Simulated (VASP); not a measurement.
Wanted: the native input for a VASP 6.6.1 run.

* Task: single point
* Functional: LDA
* Potentials or basis: VASP PAW LDA potentials, release 64 (Cd, S)
* Cutoff: 520 eV
* k mesh: 7 × 7 × 5
* Occupations: fermi-dirac, width 0.05 eV
* Spin: no spin polarisation
* Dipole correction: no
* Further INCAR settings: ALGO = Normal; EDIFF = 1e-06; NBANDS = 16

The structure of CdS lies in POSCAR:

```
CdS
1.0
    4.2893900763      0.0000000000      0.0000000000
   -2.1446950382      3.7147207728      0.0000000000
    0.0000000000      0.0000000000      5.8426122916
Cd S
1 1
Direct
    0.0000000000      0.0000000000      0.4426919200
    0.6666666667      0.3333333333      0.4343080800
```

These files were run (other wordings do the same):

INCAR

```
SYSTEM = CdS
  PREC = Accurate
  ENCUT = 520
  EDIFF = 1E-6
  ISMEAR = -1
  SIGMA = 0.05
  LREAL = .FALSE.
  LASPH = .TRUE.
  NELM = 80
  ALGO = Normal
  ISIF = 2
  LWAVE = .FALSE.
  LCHARG = .TRUE.
  GGA = CA
  LELF = .TRUE.
  LVHAR = .TRUE.
  NBANDS = 16
```

KPOINTS

```
Automatic mesh
0
G
  7 7 5
  0 0 0
```

Potentials or basis: VASP PAW LDA potentials, release 64 (Cd, S).

Command:

```bash
$ cat potpaw_LDA.64/Cd/POTCAR potpaw_LDA.64/S/POTCAR > POTCAR
$ mpirun -np 1 vasp_std > vasp.out
```

Results of the run:

The pressure is -2.7 GPa, the largest force is 0.028 eV/Å and the band gap on the k mesh is 1.24 eV (least direct gap 1.25 eV).

Caveat: an odd mesh through Γ misses points on the zone boundary, where band edges can lie.

Run time: 29 s on 1 thread of Intel(R) Xeon(R) Platinum 8259CL CPU @ 2.50GHz (Skylake/Cascade Lake), with other jobs on the host, peak memory 0.2 GiB.
